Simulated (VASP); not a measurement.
# InP (rocksalt type) (Fm-3m) in VASP: notebook

InP (rocksalt type) is run at these levels: PBE; tasks: single point, relaxation of cell and atoms.

Everything below comes from runs of VASP 6.6.1. Logs are shortened: lines on timing, memory, paths and dates and some standing lists are left out, and cuts for length are marked.

## 1. The cell of the first run

The structure is cubic, space group Fm-3m (No. 225). The conventional cell has a = 5.407 Å, b = 5.407 Å, c = 5.407 Å, α = 90.00°, β = 90.00°, γ = 90.00°. Within 3.6 Å of In (site symmetry m-3m) lie 6 P at 2.70 Å. P (site symmetry m-3m) has 6 In at 2.70 Å within 3.6 Å.

## 2. Single point, PBE

INCAR

```
SYSTEM = InP
PREC = Accurate
ENCUT = 520
EDIFF = 1E-7
ISMEAR = -1
SIGMA = 0.08
LREAL = .False.
LASPH = .True.
NELM = 80
ALGO = Normal
ISIF = 2
LWAVE = .False.
LCHARG = .False.
GGA = PE
NBANDS = 16
```

KPOINTS

```
regular mesh
0
Gamma
  13 13 13
  0 0 0
```

POSCAR

```
InP
1.0
    0.0000000000      2.7035707745      2.7035707745
    2.7035707745      0.0000000000      2.7035707745
    2.7035707745      2.7035707745      0.0000000000
In P
1 1
Direct
    0.0000000000      0.0000000000      0.0000000000
    0.5000000000      0.5000000000      0.5000000000
```

Potentials or basis: VASP PAW PBE potentials, release 64 (In_d, P).

Run with:

```sh
> cat potpaw_PBE.64/In_d/POTCAR potpaw_PBE.64/P/POTCAR > POTCAR
> mpirun -np 1 vasp_std > vasp.out
```

OUTCAR:

```text
SYSTEM = InP
   PREC = Accurate
   ENCUT = 520
   EDIFF = 1E-7
   ISMEAR = -1
   LREAL = .False.
   LASPH = .True.
   NELM = 80
   ISIF = 2
   GGA = PE

 ion  position               nearest neighbor table
   1  0.000  0.000  0.000-   2 2.70   2 2.70   2 2.70   2 2.70   2 2.70   2 2.70
   2  0.500  0.500  0.500-   1 2.70   1 2.70   1 2.70   1 2.70   1 2.70   1 2.70

  LATTYP: Found a face centered cubic cell.
 ALAT       =     5.4071415490

  Lattice vectors:

 A1 = (   0.0000000000,   2.7035707745,   2.7035707745)
 A2 = (   2.7035707745,   0.0000000000,   2.7035707745)
 A3 = (   2.7035707745,   2.7035707745,   0.0000000000)

Analysis of symmetry for initial positions (statically):
=====================================================================
 Subroutine PRICEL returns:
 Original cell was already a primitive cell.

 Routine SETGRP: Setting up the symmetry group for a
 face centered cubic supercell.

 Subroutine GETGRP returns: Found 48 space group operations
 (whereof 48 operations were pure point group operations)
 out of a pool of 48 trial point group operations.

The static configuration has the point symmetry O_h .

Analysis of symmetry for dynamics (positions and initial velocities):
=====================================================================
 Subroutine PRICEL returns:
 Original cell was already a primitive cell.

 Routine SETGRP: Setting up the symmetry group for a
 face centered cubic supercell.

 Subroutine GETGRP returns: Found 48 space group operations
 (whereof 48 operations were pure point group operations)
 out of a pool of 48 trial point group operations.

The dynamic configuration has the point symmetry O_h .

 Subroutine INISYM returns: Found 48 space group operations
 (whereof 48 operations are pure point group operations),
 and found     1 'primitive' translations

----------------------------------------------------------------------------------------

                                     Primitive cell

  volume of cell :      39.5224

  direct lattice vectors                    reciprocal lattice vectors
     0.000000000  2.703570775  2.703570775    -0.184940600  0.184940600  0.184940600
     2.703570775  0.000000000  2.703570775     0.184940600 -0.184940600  0.184940600
     2.703570775  2.703570775  0.000000000     0.184940600  0.184940600 -0.184940600
[... 74 lines left out ...]
 SYSTEM =  InP
   PREC   = accura    normal or accurate (medium, high low for compatibility)
   ISTART =      0    job   : 0-new  1-cont  2-samecut
   ICHARG =      2    charge: 1-file 2-atom 10-const
   ISPIN  =      1    spin polarized calculation?
   LNONCOLLINEAR =      F non collinear calculations
   LSORBIT =      F    spin-orbit coupling
   LASPH  =      T    aspherical Exc in radial PAW
   ENCUT  =  520.0 eV  38.22 Ry    6.18 a.u.   7.11  7.11  7.11*2*pi/ulx,y,z
   NELM   =     80;   NELMIN=  2; NELMDL= -5     # of ELM steps
   EDIFF  = 0.1E-06   stopping-criterion for ELM
   LREAL  =      F    real-space projection
   EDIFFG = 0.1E-05   stopping-criterion for IOM
   NSW    =      0    number of steps for IOM
   IBRION =     -1    ionic relax: 0-MD 1-quasi-New 2-CG
   NFREE  =      0    steps in history (QN), initial steepest desc. (CG)
   ISIF   =      2    stress and relaxation
   ISYM   =      2    0-nonsym 1-usesym 2-fastsym
   POTIM  = 0.5000    time-step for ionic-motion
   TEBEG  =    0.0;   TEEND  =   0.0 temperature during run
   PSTRESS=    0.0 pullay stress
   NELECT =      18.0000    total number of electrons
   NUPDOWN=      -1.0000    fix difference up-down
   EMIN   =  10.00;   EMAX   =-10.00  energy-range for DOS
   EFERMI =   0.00;   METHOD = LEGACY
   ISMEAR =    -1;   SIGMA  =   0.08  broadening in eV -4-tet -1-fermi 0-gaus
   EFERMI_NEDOS =   21; number of points for ismear=-14 and -15
   IALGO  =     38    algorithm
   IMIX   =      4    mixing-type and parameters
     AMIX     =   0.40;   BMIX     =  1.00
     AMIX_MAG =   1.60;   BMIX_MAG =  1.00
  volume/ion in A,a.u.               =      19.76       133.36
  Fermi-wavevector in a.u.,A,eV,Ry     =   1.259557  2.380218 21.585433  1.586485
  Thomas-Fermi vector in A             =   2.393111
   LORBIT       =      0    0 simple, 1 ext, 2 COOP (PROOUT), +10 PAW based schemes
   GGA     = PE    functional components
   LHFCALC =     F    Hartree Fock is set to
   AEXX    =    0.0000 exact exchange contribution
   IVDW    =     0    specifies the selected vdW correction
   LEPSILON=     F    determine dielectric tensor
   LRPA    =     F    only Hartree local field effects (RPA)
 non-spin polarized calculation
  energy-cutoff  :      520.00
  volume of cell :       39.52
 maximum number of plane-waves:      1077
   NGX = 15   NGY = 15   NGZ = 15

 number of electron      18.0000009 magnetization

 Free energy of the ion-electron system (eV)
  ---------------------------------------------------
  ext. energy  EPLUGINS =         0.00000000
  ---------------------------------------------------
  free energy    TOTEN  =        -7.87144881 eV

  energy without entropy =       -7.85136761  energy(sigma->0) =       -7.86140821

 E-fermi :   7.9564     XC(G=0): -10.7310

 val. band max:        7.9258936085   @ k =  -0.4615   0.0769   0.0000
 cond. band min:       7.9924534625   @ k =  -0.4615   0.3846   0.0769
 fundamental gap:      0.0665598540
 Fermi energy:         7.9564419916

 k-point     1 :       0.0000    0.0000    0.0000
  band No.  band energies     occupation
      1      -6.3697      2.00000
      2      -6.3697      2.00000
      3      -6.3449      2.00000
      4      -6.3449      2.00000
      5      -6.3449      2.00000
      6      -4.6185      2.00000
[... 433 lines left out ...]
      3      -6.3527      2.00000
      4      -6.2729      2.00000
      5      -6.2361      2.00000
      6      -2.3117      2.00000
[... 8 lines left out ...]
     15      19.7666      0.00000
     16      20.5107      0.00000

 [... further k-points ...]
[... 5 lines left out ...]
  --------------------------------------------------------------------------------------
  -------------------------------------------------------------------------------------
  Total        1.5697274      1.5697274      1.5697274     -0.0000000     -0.0000000     -0.0000000
  in kB       63.6343491     63.6343491     63.6343491     -0.0000000     -0.0000000     -0.0000000
  external PRESSURE =      63.6343491 kB  Pullay stress =       0.0000000 kB

 VOLUME and BASIS-vectors are now :
 -----------------------------------------------------------------------------
  energy-cutoff  :      520.00
  volume of cell :       39.52
      direct lattice vectors                 reciprocal lattice vectors
     0.000000000  2.703570775  2.703570775    -0.184940600  0.184940600  0.184940600
     2.703570775  0.000000000  2.703570775     0.184940600 -0.184940600  0.184940600
     2.703570775  2.703570775  0.000000000     0.184940600  0.184940600 -0.184940600

 POSITION                                       TOTAL-FORCE (eV/Angst)
 -----------------------------------------------------------------------------------
      0.00000      0.00000      0.00000        -0.000000      0.000000     -0.000000
      2.70357      2.70357      2.70357         0.000000     -0.000000      0.000000
 -----------------------------------------------------------------------------------
    total drift:                               -0.000000      0.000000      0.000000

  FREE ENERGIE OF THE ION-ELECTRON SYSTEM (eV)
  ---------------------------------------------------
  free  energy   TOTEN  =        -7.8714488066 eV

  energy  without entropy=       -7.8513676052  energy(sigma->0) =       -7.86140821
```

OSZICAR:

```text
N       E                     dE             d eps       ncg     rms          rms(c)
DAV:   1     0.110585658620E+03    0.11059E+03   -0.85182E+03  2728   0.135E+03
DAV:   2    -0.168106481508E+01   -0.11227E+03   -0.10695E+03  3048   0.314E+02
DAV:   3    -0.804354979767E+01   -0.63625E+01   -0.62866E+01  3528   0.706E+01
DAV:   4    -0.819415654173E+01   -0.15061E+00   -0.15053E+00  3296   0.109E+01
DAV:   5    -0.820108023021E+01   -0.69237E-02   -0.69236E-02  4144   0.209E+00    0.540E+00
DAV:   6    -0.788707917704E+01    0.31400E+00   -0.52937E-01  4024   0.133E+01    0.312E+00
DAV:   7    -0.787211796769E+01    0.14961E-01   -0.96000E-02  4120   0.287E+00    0.128E+00
DAV:   8    -0.787139357893E+01    0.72439E-03   -0.78886E-03  3624   0.122E+00    0.181E-01
DAV:   9    -0.787142807708E+01   -0.34498E-04   -0.62216E-04  4160   0.444E-01    0.922E-02
DAV:  10    -0.787143766925E+01   -0.95922E-05   -0.48070E-05  3456   0.589E-02    0.508E-02
DAV:  11    -0.787144751156E+01   -0.98423E-05   -0.12079E-05  3448   0.253E-02    0.928E-03
DAV:  12    -0.787144890736E+01   -0.13958E-05   -0.29048E-06  3552   0.276E-02    0.852E-03
DAV:  13    -0.787144877322E+01    0.13414E-06   -0.10534E-07  2552   0.328E-03    0.509E-03
DAV:  14    -0.787144880655E+01   -0.33332E-07   -0.36644E-08  1776   0.149E-03
   1 F= -.78714488E+01 E0= -.78614082E+01  d E =-.200812E-01
```

Run time: 44 s. Hardware: 1 thread of Intel Xeon Platinum 8259CL at 2.50GHz (Skylake/Cascade Lake), shared host; peak memory 0.19 GiB.

What came out:

```yaml
Free_energy: -7.8714 eV
Pressure: 6.4 GPa
Band_gap_on_the_k_mesh: zero (band 9 reaches 8.27 eV, above the bottom of band 10 at 5.60 eV)
```

Caveat: spin-orbit coupling is left out, which moves the levels of the heavy elements.

## 3. Relaxation of cell and atoms, PBE, target pressure 6.4 GPa, at which the enthalpy is minimised

INCAR

```
SYSTEM = InP
ALGO = Normal
EDIFF = 1E-6
EDIFFG = -0.005
ENCUT = 600
GGA = PE
IBRION = 2
ISIF = 3
ISMEAR = -1
LASPH = .True.
LCHARG = .False.
LREAL = .False.
LWAVE = .False.
NELM = 80
NSW = 32
PREC = Accurate
PSTRESS = 64.0
SIGMA = 0.08
```

KPOINTS

```
k-points
0
Gamma
  13 13 13
  0 0 0
```

POSCAR is that of step 2.

Potentials or basis: VASP PAW PBE potentials, release 64 (In_d, P).

Run with:

```sh
> cat potpaw_PBE.64/In_d/POTCAR potpaw_PBE.64/P/POTCAR > POTCAR
> mpirun -np 1 vasp_std > vasp.out
```

It took 37 s on 1 thread of Intel Xeon Platinum 8259CL at 2.50GHz (Skylake/Cascade Lake), shared host; peak memory 0.21 GiB.

It converged, with:

| Property | Result |
| --- | --- |
| Free energy | -7.8716 eV |
| Pressure after relaxing | 6.4 GPa |
| Band gap on the k mesh | zero (band 9 reaches 8.27 eV, above the bottom of band 10 at 5.60 eV) |

Final structure:
```
CELL_PARAMETERS angstrom
0.00000 2.70357 2.70357
2.70357 0.00000 2.70357
2.70357 2.70357 0.00000
ATOMIC_POSITIONS crystal
In 0.00000 0.00000 0.00000
P 0.50000 0.50000 0.50000
```

Levels at points of the mesh, in eV from the Fermi level:
```
           k point  band 7  band 8  band 9  band 10  band 11  band 12
(0.00, 0.00, 0.00)   -0.35   -0.35   -0.35     1.12     7.10     7.10
```

Caveat: the relaxation stopped at its first step, so nothing moved; the cell is relaxed towards a set pressure, so the enthalpy falls and the energy may rise; spin-orbit coupling is left out, which moves the levels of the heavy elements.
